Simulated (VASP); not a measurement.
Zr3NbTe2: single point with PBE

Zr3NbTe2:

```
Zr Nb Te
1.0
     4.34434    0.00000    0.00000
     0.00000    4.34434    0.00000
     0.00000    0.00000    7.03445
Zr Nb Te
3 1 2
Direct
  0.00000 0.00000 0.69124
  0.00000 0.00000 0.30876
  0.50000 0.50000 0.50000
  0.00000 0.00000 0.00000
  0.00000 0.50000 0.00000
  0.50000 0.00000 0.00000
```

The cell was generated, and may not be a known phase.

| Quantity | Value |
| --- | --- |
| Program | VASP 6.6.1 |
| Task | single point |
| Functional | PBE |
| Potentials or basis | VASP PAW PBE potentials, release 64 (Zr_sv, Nb_sv, Te) |
| Cutoff | 520 eV |
| k mesh | 4 × 4 × 4 |
| Occupations | gaussian, width 0.1 eV |
| Spin | no spin polarisation |

```
Pressure               : 64.9 GPa
Largest force          : 6.796 eV/Å
Band gap on the k mesh : zero (an odd number of electrons rules out a gap without spin polarisation)
```

Forces in eV/Å, atoms in the order of the input:
```
Zr   0.000  0.000 -6.796
Zr   0.000  0.000  6.796
Zr   0.000  0.000  0.000
Nb   0.000  0.000  0.000
Te   0.000  0.000  0.000
Te   0.000  0.000  0.000
```

Stress tensor (GPa, compression positive):
```
74.26  0.00  0.00
 0.00 74.26  0.00
 0.00  0.00 46.07
```

Levels at points of the mesh, in eV from the Fermi level:
```
           k point  band 28  band 29  band 30  band 31  band 32  band 33
(0.00, 0.00, 0.00)    -1.71    -0.40    -0.40    -0.14     0.25     0.90
(0.50, 0.00, 0.00)    -1.34    -0.59    -0.40     0.28     0.36     0.52
(0.50, 0.50, 0.00)    -0.95    -0.44    -0.34    -0.34     0.71     1.58
(0.00, 0.00, 0.50)    -0.58    -0.48    -0.05     0.40     0.68     0.68
(0.50, 0.00, 0.50)    -0.50    -0.03     0.01     0.05     0.12     0.43
(0.50, 0.50, 0.50)    -0.40     0.17     0.17     0.49     0.90     1.18
```

Run time: 52 s on 1 thread of AMD EPYC 9R45 96-Core Processor (Zen 5) (shared host), peak memory 0.24 GiB.

Caveat: the k points lie up to 0.36 Å⁻¹ apart, too coarse for converged energies and pressures of a metal; spin-orbit coupling is left out, which moves the levels of the heavy elements; forces of over 1 eV/Å act on the atoms, so gaps and moduli don't describe the material at rest.
